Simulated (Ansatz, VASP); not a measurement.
**One calculation of Al2Cu, two programs**

```
Al Cu
1.0
    -2.02463    2.02463    2.86301
     2.02463   -2.02463    2.86301
     2.02463    2.02463   -2.86301
Al Cu
2 1
Direct
  0.75000 0.25000 0.50000
  0.25000 0.75000 0.50000
  0.50000 0.50000 0.00000
```

Alike in both runs: task relaxation of cell and atoms; functional PBEsol; k mesh 14 × 14 × 14; occupations fermi-dirac, width 0.15 eV; no spin polarisation.

```csv
,VASP,Ansatz
version,VASP 6.6.1,Ansatz 0.2.0
potentials or method,"VASP PAW PBE potentials, release 64 (Al, Cu), cutoff 600 eV","scalar-relativistic, plane waves, PAW"
valence electrons in the cell,17,25
```

VASP gave:

| Item | Value |
| --- | --- |
| gap on the k mesh at the Fermi level, each at its own relaxed structure (eV) | none |
| relaxed volume (Å³/atom) | 15.70 |
| relaxed cell length with the largest relative difference (Å) | 4.054 |

Which values does Ansatz return?

gap on the k mesh at the Fermi level, each at its own relaxed structure (eV): none; relaxed volume (Å³/atom): 15.66; relaxed cell length with the largest relative difference (Å): 4.050.

VASP's potentials were made for PBE, not for PBEsol. A gap of «none» marks a metal or a gap that the smearing closes. VASP's potentials hold 17 valence electrons a cell and Ansatz's 25, so a difference there can come from the potentials and not from the codes.
